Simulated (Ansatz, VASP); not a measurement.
# Zr7Cl: VASP beside Ansatz

```
CELL_PARAMETERS angstrom
-3.35200 3.35200 3.35200
3.35200 -3.35200 3.35200
3.35200 3.35200 -3.35200
ATOMIC_POSITIONS crystal
Zr 0.00000 0.50000 0.50000
Zr 0.50000 0.50000 0.00000
Zr 0.50000 0.00000 0.50000
Zr 0.00000 0.00000 0.50000
Zr 0.00000 0.50000 0.00000
Zr 0.50000 0.00000 0.00000
Zr 0.50000 0.50000 0.50000
Cl 0.00000 0.00000 0.00000
```

Change from the starting cell: species swapped into the Fe7Co type (Im-3m, No. 229).

Alike in both runs: task relaxation of cell and atoms; functional PBE; k mesh 4 × 4 × 4; occupations gaussian, width 0.1 eV; no spin polarisation.

```csv
,VASP,Ansatz
version,VASP 6.6.1,Ansatz 0.2.0
potentials or method,"VASP PAW PBE potentials, release 64 (Zr_sv, Cl), cutoff 600 eV","scalar-relativistic, plane waves, PAW"
valence electrons in the cell,91,91
```

|  | VASP | Ansatz | Ansatz less VASP |
| --- | --- | --- | --- |
| gap on the k mesh at the Fermi level, each at its own relaxed structure (eV) | none | none | - |
| relaxed volume (Å³/atom) | 22.44 | 22.44 | +0.004 |
| relaxed cell length with the largest relative difference (Å) | 6.155 | 6.155 | +0.0004 |

A gap of «none» marks a metal or a gap that the smearing closes.

Noted on VASP's run: the volume moved by over 15 % at a fixed basis, so the end points are rough.
